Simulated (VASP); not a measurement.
A run of VASP 6.6.1 is set up as follows.

File INCAR:

```
SYSTEM = Yb
  PREC = Accurate
  ENCUT = 520
  EDIFF = 1E-6
  ISMEAR = -1
  SIGMA = 0.1
  LREAL = .FALSE.
  LASPH = .TRUE.
  NELM = 80
  ALGO = Normal
  ISIF = 2
  LWAVE = .FALSE.
  LCHARG = .TRUE.
  GGA = PS
  LELF = .TRUE.
  LVHAR = .TRUE.
  NBANDS = 31
```

KPOINTS

```
Automatic mesh
0
G
  12 12 6
  0 0 0
```

File POSCAR:

```
Yb
1.0
    3.4193510661      0.0000000000      0.0000000000
   -1.7096755330      2.9612448877      0.0000000000
    0.0000000000      0.0000000000      5.6100760806
Yb
2
Direct
    0.3333333333      0.6666666667      0.2500000000
    0.6666666667      0.3333333333      0.7500000000
```

Potentials or basis: VASP PAW PBE potentials, release 64 (Yb).

Command:

```bash
$ cat potpaw_PBE.64/Yb/POTCAR > POTCAR
$ mpirun -np 1 vasp_std > vasp.out
```

(1) Predict the band gap on the k mesh.

(2) Predict the pressure.

Results:

(1) zero (bands 24 and 25 overlap by 0.50 eV).

(2) 4.1 GPa.

Caveat: the cell stands under pressure; the PAW data sets were made with another functional, which shifts forces and pressure a little; spin-orbit coupling is left out, which moves the levels of the heavy elements.
